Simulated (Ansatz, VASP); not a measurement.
**Two plane-wave programs on Rh**

```
Rh
1.0
     2.80341    0.00000    0.00000
    -1.40170    1.92155    0.00000
     0.00000    0.00000    9.62024
Rh
4
Cartesian
  0.0000 0.0000 0.0000
  0.0000 1.2810 2.4051
  0.0000 0.0000 4.8101
  1.4017 0.6405 7.2152
```

Change from the starting cell: strain +e along x and -e along y +0.1100, strain +e along z and -e/2 along x and y +0.1100.

Alike in both runs: task single point; functional LDA; k mesh 18 × 18 × 6; occupations gaussian, width 0.15 eV; no spin polarisation.

```csv
,VASP,Ansatz
version,VASP 6.6.1,Ansatz 0.2.0
potentials or method,"VASP PAW LDA potentials, release 64 (Rh_pv), cutoff 520 eV","scalar-relativistic, plane waves, PAW"
valence electrons in the cell,60,68
```

```csv
,VASP,Ansatz,Ansatz less VASP
gap on the k mesh at the Fermi level (eV),none,none,-
pressure (GPa),34.1,33.0,-1.13
"traceless stress, the component that is largest in VASP (GPa)",63.98,63.71,-0.273
rms of the force components (eV/Å),0.091,0.089,-0.0019
```

Ansatz warns that its potentials were made for another functional, while VASP's fit it. LDA's correlation is that of Perdew and Zunger in VASP and of Perdew and Wang (1992) in Ansatz. Atom by atom the forces differ by 0.002 eV/Å (rms over components). A gap of «none» marks a metal or a gap that the smearing closes. Both programs put the cell under a high pressure, so it lies far from rest at this level. VASP's potentials hold 60 valence electrons a cell and Ansatz's 68, so a difference there can come from the potentials and not from the codes.
